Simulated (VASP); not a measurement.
# Sc (Im-3m) in VASP: further runs, part 2 of 2

VASP 6.6.1. The steps go on from the part before.

### Step 4. Single point, PBEsol

This run uses another cell than the first one, of 20.70 Å³/atom, 1.117 times its volume.

INCAR

```
SYSTEM = Sc
ALGO = Normal
EDIFF = 1E-6
ENCUT = 520
GGA = PS
ISIF = 2
ISMEAR = 0
LASPH = .True.
LCHARG = .True.
LELF = .True.
LREAL = .False.
LVHAR = .True.
LWAVE = .False.
NBANDS = 12
NELM = 80
PREC = Accurate
SIGMA = 0.05
```

KPOINTS

```
k-points
0
Gamma
  9 9 9
  0 0 0
```

POSCAR

```
Sc
1.0
    1.7297664923      1.7297664923      1.7297664923
   -1.7297664923      1.7297664923      1.7297664923
   -1.7297664923     -1.7297664923      1.7297664923
Sc
1
Direct
    0.0000000000      0.0000000000      0.0000000000
```

Potentials or basis: VASP PAW PBE potentials, release 64 (Sc_sv).

The run is started by

```sh
cat potpaw_PBE.64/Sc_sv/POTCAR > POTCAR
mpirun -np 1 vasp_std > vasp.out
```

OUTCAR:

```text
SYSTEM = Sc
   EDIFF = 1E-6
   ENCUT = 520
   GGA = PS
   ISIF = 2
   ISMEAR = 0
   LASPH = .True.
   LREAL = .False.
   NELM = 80
   PREC = Accurate

 ion  position               nearest neighbor table
   1  0.000  0.000  0.000-

  LATTYP: Found a body centered cubic cell.
 ALAT       =     3.4595329846

  Lattice vectors:

 A1 = (   1.7297664923,  -1.7297664923,  -1.7297664923)
 A2 = (   1.7297664923,   1.7297664923,   1.7297664923)
 A3 = (  -1.7297664923,  -1.7297664923,   1.7297664923)

Analysis of symmetry for initial positions (statically):
=====================================================================
 Subroutine PRICEL returns:
 Original cell was already a primitive cell.

 Routine SETGRP: Setting up the symmetry group for a
 body centered cubic supercell.

 Subroutine GETGRP returns: Found 48 space group operations
 (whereof 48 operations were pure point group operations)
 out of a pool of 48 trial point group operations.

The static configuration has the point symmetry O_h .

Analysis of symmetry for dynamics (positions and initial velocities):
[... 160 lines left out ...]
 val. band max:        4.7054052421   @ k =  -0.4444   0.2222   0.1111
 cond. band min:       4.7732087214   @ k =   0.1111  -0.4444   0.1111
 fundamental gap:      0.0678034793
 Fermi energy:         4.7664762729

 k-point     1 :       0.0000    0.0000    0.0000
  band No.  band energies     occupation
      1     -44.1624      2.00000
      2     -22.5147      2.00000
      3     -22.5147      2.00000
      4     -22.5147      2.00000
      5      -0.7643      2.00000
      6       6.4435      0.00000
      7       6.4435      0.00000
      8       6.4435      0.00000
      9       8.2126      0.00000
     10       8.2126      0.00000
     11      20.0727      0.00000
     12      20.0727      0.00000
[... 331 lines left out ...]
 k-point    24 :       0.2222   -0.4444    0.1111
  band No.  band energies     occupation
      1     -44.0276      2.00000
      2     -23.0783      2.00000
      3     -22.7819      2.00000
      4     -22.6513      2.00000
      5       3.6809      2.00000
      6       4.5930      2.00000
      7       4.7908      0.49151
      8       8.4407      0.00000
      9       8.6253      0.00000
     10      11.0167      0.00000
     11      14.3982      0.00000
     12      14.8635      0.00000

 [... further k-points ...]
[... 5 lines left out ...]
  --------------------------------------------------------------------------------------
  -------------------------------------------------------------------------------------
  Total        1.2967096      1.2967096      1.2967096      0.0000000      0.0000000     -0.0000000
  in kB      100.3531168    100.3531168    100.3531168      0.0000000      0.0000000     -0.0000000
  external PRESSURE =     100.3531168 kB  Pullay stress =       0.0000000 kB

 VOLUME and BASIS-vectors are now :
 -----------------------------------------------------------------------------
  energy-cutoff  :      520.00
  volume of cell :       20.70
      direct lattice vectors                 reciprocal lattice vectors
     1.729766492  1.729766492  1.729766492     0.289056357  0.000000000  0.289056357
    -1.729766492  1.729766492  1.729766492    -0.289056357  0.289056357  0.000000000
    -1.729766492 -1.729766492  1.729766492     0.000000000 -0.289056357  0.289056357

 POSITION                                       TOTAL-FORCE (eV/Angst)
 -----------------------------------------------------------------------------------
      0.00000      0.00000      0.00000         0.000000     -0.000000     -0.000000
 -----------------------------------------------------------------------------------
    total drift:                                0.000000      0.000000      0.000000

  FREE ENERGIE OF THE ION-ELECTRON SYSTEM (eV)
  ---------------------------------------------------
  free  energy   TOTEN  =        -6.4021247995 eV

  energy  without entropy=       -6.3981119722  energy(sigma->0) =       -6.40011839
```

stdout:

```text
POSCAR found type information on POSCAR Sc
 POSCAR found :  1 types and       1 ions
 scaLAPACK will be used
 -----------------------------------------------------------------------------
|                                                                             |
|                                                                             |
|     You enforced a specific xc type in the INCAR file but a different       |
|     I HOPE YOU KNOW WHAT YOU ARE DOING!                                     |
|                                                                             |
 -----------------------------------------------------------------------------

 LDA part: xc-table for (Slater+PW92), standard interpolation
 POSCAR, INCAR and KPOINTS ok, starting setup
 FFT: planning ... GRIDC
 FFT: planning ... GRID_SOFT
 FFT: planning ... GRID
 WAVECAR not read
 entering main loop
```

Wall time 8.7 s (1 thread of AMD EPYC 7R13 (Zen 3), shared host); peak memory 0.11 GiB.

What came out:

| Item | Value |
| --- | --- |
| Free energy | -6.4021 eV |
| Pressure | 10.0 GPa |

Caveat: the PAW data sets were made with another functional, which shifts forces and pressure a little.

### Step 5. Single point, PBEsol

This run uses another cell than the first one, of 23.92 Å³/atom, 1.290 times its volume.

INCAR

```
SYSTEM = Sc
PREC     = Accurate       ! precision mode
ENCUT    = 520            ! plane-wave cutoff, eV
EDIFF    = 1E-6           ! SCF threshold, eV
ISMEAR   = 0              ! smearing method
SIGMA    = 0.05           ! smearing width, eV
LREAL    = .False.        ! projectors in reciprocal space
LASPH    = .True.         ! aspherical terms in the spheres
NELM     = 60             ! most SCF steps
ALGO     = Normal         ! electronic algorithm
ISIF     = 2              ! what is computed and relaxed
LWAVE    = .False.        ! write WAVECAR
LCHARG   = .False.        ! write CHGCAR
GGA      = PS             ! functional
NBANDS   = 12             ! bands
```

KPOINTS

```
regular mesh
0
Gamma
  9 9 9
  0 0 0
```

POSCAR

```
Sc
1.0
    1.8150964642      1.8150964642      1.8150964642
   -1.8150964642      1.8150964642      1.8150964642
   -1.8150964642     -1.8150964642      1.8150964642
Sc
1
Direct
    0.0000000000      0.0000000000      0.0000000000
```

Potentials or basis: VASP PAW PBE potentials, release 64 (Sc_sv).

The run is started by

```sh
cat potpaw_PBE.64/Sc_sv/POTCAR > POTCAR
mpirun -np 1 vasp_std > vasp.out
```

OUTCAR:

```text
SYSTEM = Sc
   PREC = Accurate
   ENCUT = 520
   EDIFF = 1E-6
   ISMEAR = 0
   LREAL = .False.
   LASPH = .True.
   NELM = 60
   ISIF = 2
   GGA = PS

 ion  position               nearest neighbor table
   1  0.000  0.000  0.000-

  LATTYP: Found a body centered cubic cell.
 ALAT       =     3.6301929284

  Lattice vectors:

 A1 = (   1.8150964642,  -1.8150964642,  -1.8150964642)
 A2 = (   1.8150964642,   1.8150964642,   1.8150964642)
 A3 = (  -1.8150964642,  -1.8150964642,   1.8150964642)

Analysis of symmetry for initial positions (statically):
=====================================================================
 Subroutine PRICEL returns:
 Original cell was already a primitive cell.

 Routine SETGRP: Setting up the symmetry group for a
 body centered cubic supercell.

 Subroutine GETGRP returns: Found 48 space group operations
 (whereof 48 operations were pure point group operations)
 out of a pool of 48 trial point group operations.

The static configuration has the point symmetry O_h .

Analysis of symmetry for dynamics (positions and initial velocities):
=====================================================================
 Subroutine PRICEL returns:
 Original cell was already a primitive cell.

 Routine SETGRP: Setting up the symmetry group for a
 body centered cubic supercell.

 Subroutine GETGRP returns: Found 48 space group operations
 (whereof 48 operations were pure point group operations)
 out of a pool of 48 trial point group operations.

The dynamic configuration has the point symmetry O_h .

 Subroutine INISYM returns: Found 48 space group operations
 (whereof 48 operations are pure point group operations),
 and found     1 'primitive' translations

----------------------------------------------------------------------------------------

[... 109 lines left out ...]
     AMIX     =   0.40;   BMIX     =  1.00
     AMIX_MAG =   1.60;   BMIX_MAG =  1.00
  volume/ion in A,a.u.               =      23.92       161.42
  Fermi-wavevector in a.u.,A,eV,Ry     =   1.263628  2.387911 21.725192  1.596757
  Thomas-Fermi vector in A             =   2.396975
   LORBIT       =      0    0 simple, 1 ext, 2 COOP (PROOUT), +10 PAW based schemes
   GGA     = PS    functional components
   LHFCALC =     F    Hartree Fock is set to
   AEXX    =    0.0000 exact exchange contribution
   IVDW    =     0    specifies the selected vdW correction
   LEPSILON=     F    determine dielectric tensor
   LRPA    =     F    only Hartree local field effects (RPA)
 non-spin polarized calculation
 Gauss-broadening in eV      SIGMA  =   0.05
  energy-cutoff  :      520.00
  volume of cell :       23.92
 maximum number of plane-waves:       658
   NGX = 11   NGY = 11   NGZ = 11

 number of electron      11.0000004 magnetization

 Free energy of the ion-electron system (eV)
  ---------------------------------------------------
  ext. energy  EPLUGINS =         0.00000000
  ---------------------------------------------------
  free energy    TOTEN  =        -6.49789687 eV

  energy without entropy =       -6.49576376  energy(sigma->0) =       -6.49683032

 E-fermi :   3.8554     XC(G=0): -10.1194

 val. band max:        3.8169486985   @ k =   0.4444   0.2222   0.1111
 cond. band min:       3.8780813243   @ k =   0.2222  -0.4444   0.1111
 fundamental gap:      0.0611326258
 Fermi energy:         3.8553567065

 k-point     1 :       0.0000    0.0000    0.0000
  band No.  band energies     occupation
      1     -45.4513      2.00000
      2     -23.9255      2.00000
      3     -23.9255      2.00000
      4     -23.9255      2.00000
      5      -1.4383      2.00000
      6       5.3314      0.00000
      7       5.3314      0.00000
      8       5.3314      0.00000
      9       6.8217      0.00000
     10       6.8217      0.00000
     11      18.1811      0.00000
     12      18.1811      0.00000
[... 331 lines left out ...]
 k-point    24 :       0.2222   -0.4444    0.1111
  band No.  band energies     occupation
      1     -45.3779      2.00000
      2     -24.2755      2.00000
      3     -24.0910      2.00000
      4     -24.0093      2.00000
      5       2.7060      2.00000
      6       3.7124      1.99995
      7       3.8781      0.52039
      8       6.9911      0.00000
      9       7.1366      0.00000
     10       9.1176      0.00000
     11      11.9988      0.00000
     12      12.6212      0.00000

 [... further k-points ...]
[... 5 lines left out ...]
  --------------------------------------------------------------------------------------
  -------------------------------------------------------------------------------------
  Total        0.0027959      0.0027959      0.0027959      0.0000000     -0.0000000     -0.0000000
  in kB        0.1872719      0.1872719      0.1872719      0.0000000     -0.0000000     -0.0000000
  external PRESSURE =       0.1872719 kB  Pullay stress =       0.0000000 kB

 VOLUME and BASIS-vectors are now :
 -----------------------------------------------------------------------------
  energy-cutoff  :      520.00
  volume of cell :       23.92
      direct lattice vectors                 reciprocal lattice vectors
     1.815096464  1.815096464  1.815096464     0.275467453  0.000000000  0.275467453
    -1.815096464  1.815096464  1.815096464    -0.275467453  0.275467453  0.000000000
    -1.815096464 -1.815096464  1.815096464     0.000000000 -0.275467453  0.275467453

 POSITION                                       TOTAL-FORCE (eV/Angst)
 -----------------------------------------------------------------------------------
      0.00000      0.00000      0.00000         0.000000     -0.000000      0.000000
 -----------------------------------------------------------------------------------
    total drift:                                0.000000      0.000000      0.000000

  FREE ENERGIE OF THE ION-ELECTRON SYSTEM (eV)
  ---------------------------------------------------
  free  energy   TOTEN  =        -6.4978968749 eV

  energy  without entropy=       -6.4957637589  energy(sigma->0) =       -6.49683032
```

OSZICAR:

```text
N       E                     dE             d eps       ncg     rms          rms(c)
DAV:   1     0.741508258094E+02    0.74151E+02   -0.50562E+03   840   0.897E+02
DAV:   2    -0.586889099876E+01   -0.80020E+02   -0.78468E+02   840   0.285E+02
DAV:   3    -0.729075125790E+01   -0.14219E+01   -0.13998E+01  1084   0.508E+01
DAV:   4    -0.731577576767E+01   -0.25025E-01   -0.25011E-01  1076   0.549E+00
DAV:   5    -0.731608015760E+01   -0.30439E-03   -0.30439E-03  1084   0.582E-01    0.568E+00
DAV:   6    -0.659272647564E+01    0.72335E+00   -0.10133E+00  1284   0.148E+01    0.165E+00
DAV:   7    -0.650472252784E+01    0.88004E-01   -0.18182E-01  1300   0.579E+00    0.590E-01
DAV:   8    -0.649809021955E+01    0.66323E-02   -0.10477E-02   876   0.141E+00    0.112E-01
DAV:   9    -0.649789189939E+01    0.19832E-03   -0.90844E-04  1124   0.469E-01    0.241E-02
DAV:  10    -0.649789664507E+01   -0.47457E-05   -0.32828E-05  1268   0.706E-02    0.316E-03
DAV:  11    -0.649789687488E+01   -0.22980E-06   -0.70967E-07   564   0.126E-02
   1 F= -.64978969E+01 E0= -.64968303E+01  d E =-.213312E-02
```

stdout:

```text
POSCAR found type information on POSCAR Sc
 POSCAR found :  1 types and       1 ions
 scaLAPACK will be used
 -----------------------------------------------------------------------------
|                                                                             |
|                                                                             |
|     You enforced a specific xc type in the INCAR file but a different       |
|     I HOPE YOU KNOW WHAT YOU ARE DOING!                                     |
|                                                                             |
 -----------------------------------------------------------------------------

 LDA part: xc-table for (Slater+PW92), standard interpolation
 POSCAR, INCAR and KPOINTS ok, starting setup
 FFT: planning ... GRIDC
 FFT: planning ... GRID_SOFT
 FFT: planning ... GRID
 WAVECAR not read
 entering main loop
```

Wall time 8 s (1 thread of AMD EPYC 7R13 (Zen 3), shared host); peak memory 0.11 GiB.

What came out:

| Property | Result |
| --- | --- |
| Free energy | -6.4979 eV |
| Pressure | 0.0 GPa |

Levels at points of the mesh, in eV from the Fermi level:
```
           k point  band 2  band 3  band 4  band 5  band 6  band 7  band 8  band 9
(0.00, 0.00, 0.00)  -27.78  -27.78  -27.78   -5.29    1.48    1.48    1.48    2.97
```

Caveat: the PAW data sets were made with another functional, which shifts forces and pressure a little.

### Step 6. Overview

```tsv
cell	gap on the mesh (eV)	pressure (GPa)
a = 2.888 Å, angles 70.5, 109.5, 70.5°, 1 atom	none	20.1
a = 2.812 Å, angles 70.5, 109.5, 70.5°, 1 atom	none	30.2
a = 2.996 Å, angles 70.5, 109.5, 70.5°, 1 atom	none	10.0
a = 3.144 Å, angles 70.5, 109.5, 70.5°, 1 atom	none	0.0
```

Alike in all rows: task single point; level PBEsol; potentials or basis VASP PAW PBE potentials, release 64 (Sc_sv); no spin polarisation; k mesh 9 × 9 × 9; cutoff (eV) 520; smearing gaussian 0.05 eV.

Caveats: the PAW data sets were made with another functional, which shifts forces and pressure a little.

Total energies depend on the potentials used, so only differences within one code and one set of settings carry meaning.
